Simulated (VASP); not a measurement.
SnP4, 5 atoms in the cell. The structure is cubic, space group Pm-3m (No. 221). The conventional cell has a = 4.792 Å, b = 4.792 Å, c = 4.792 Å, α = 90.00°, β = 90.00°, γ = 90.00°. Sn (site symmetry m-3m) has 6 P at 2.40 Å within 3.2 Å. Within 3.2 Å of P (site symmetry 4/mmm) lie 2 Sn at 2.40 Å. Within 4.5 Å of P (site symmetry m-3m) lie 12 P at 3.39 Å and 8 Sn at 4.15 Å. The cell was generated, and may not be a known phase.

* Program: VASP 6.6.1
* Task: single point
* Functional: PBE
* Potentials or basis: VASP PAW PBE potentials, release 64 (Sn_d, P)
* Cutoff: 520 eV
* k mesh: 4 × 4 × 4
* Occupations: gaussian, width 0.1 eV
* Spin: no spin polarisation
* Dipole correction: no
* Further INCAR settings: ALGO = Normal; EDIFF = 1e-07; NBANDS = 25

Potentials or basis: VASP PAW PBE potentials, release 64 (Sn_d, P).

Launch:

```console
$ cat potpaw_PBE.64/Sn_d/POTCAR potpaw_PBE.64/P/POTCAR > POTCAR
$ mpirun -np 1 vasp_std > vasp.out
```

Hardware: 1 thread of Intel(R) Xeon(R) 6975P-C (Granite Rapids), with other jobs on the host.

Task: How long does it take, and how much memory?

Result: It took 12 s on 1 thread of Intel(R) Xeon(R) 6975P-C (Granite Rapids), on a shared host, peak memory 0.2 GiB. Counts: scf iterations 15, k points 10.
